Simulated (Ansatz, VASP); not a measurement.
**Ti in VASP and in Ansatz**

File INCAR:

```
ALGO     = Normal         # electronic algorithm
EDIFF    = 1E-7           # SCF threshold, eV
ENCUT    = 520            # plane-wave cutoff, eV
GGA      = PE             # functional
GGA_COMPAT= F            
ISIF     = 2              # what is computed and relaxed
ISMEAR   = 0              # smearing method
LASPH    = T              # aspherical terms in the spheres
LCHARG   = F              # write CHGCAR
LMAXMIX  = 4              # l up to which the mixer works
LNONCOLLINEAR= T              # non-collinear magnetism
LORBIT   = 11             # projections on sites
LORBMOM  = T            
LREAL    = F              # projectors in reciprocal space
LSORBIT  = T              # spin-orbit coupling
LWAVE    = F              # write WAVECAR
MAGMOM   = 0 0 0          # initial moments
NBANDS   = 23             # bands
NELM     = 150            # most SCF steps
PREC     = Accurate       # precision mode
SIGMA    = 0.05           # smearing width, eV
```

KPOINTS

```
k-points
0
Gamma
  18 18 18
```

File POSCAR:

```
Ti
1.0
   -1.6290817675      1.6290817675      1.6290817675
    1.6290817675     -1.6290817675      1.6290817675
    1.6290817675      1.6290817675     -1.6290817675
Ti
1
Direct
    0.0000000000      0.0000000000      0.0000000000
```

Input for Ansatz:

```yaml
crystal:
  lattice:
    - [-1.6290817675, 1.6290817675, 1.6290817675]
    - [1.6290817675, -1.6290817675, 1.6290817675]
    - [1.6290817675, 1.6290817675, -1.6290817675]
  atoms:
    - { symbol: Ti, position: [0.0, 0.0, 0.0] }
basis:
  ecutwfc: 420
  ecutrho_ratio: 4
kpoints:
  mp_grid: { grid: [18, 18, 18] }
hamiltonian:
  xc: pbe
scf:
  occupations: { method: gaussian, width: 0.05 }
output:
  forces: true
  stress: true
  eigenvalues: true
  populations: true
magnetization:
  noncollinear: true
  spin_orbit: true
```

Alike in both runs: task single point; functional PBE; k mesh 18 × 18 × 18; occupations gaussian, width 0.05 eV; non-collinear spin, spin-orbit coupling.

|  | VASP | Ansatz |
| --- | --- | --- |
| version | VASP 6.6.1 | Ansatz 0.2.0 |
| potentials or method | VASP PAW PBE potentials, release 64 (Ti_sv), cutoff 520 eV | plane waves, PAW |
| valence electrons in the cell | 12 | 12 |

```csv
,VASP,Ansatz,Ansatz less VASP
pressure (GPa),-0.5,-0.2,+0.26
```
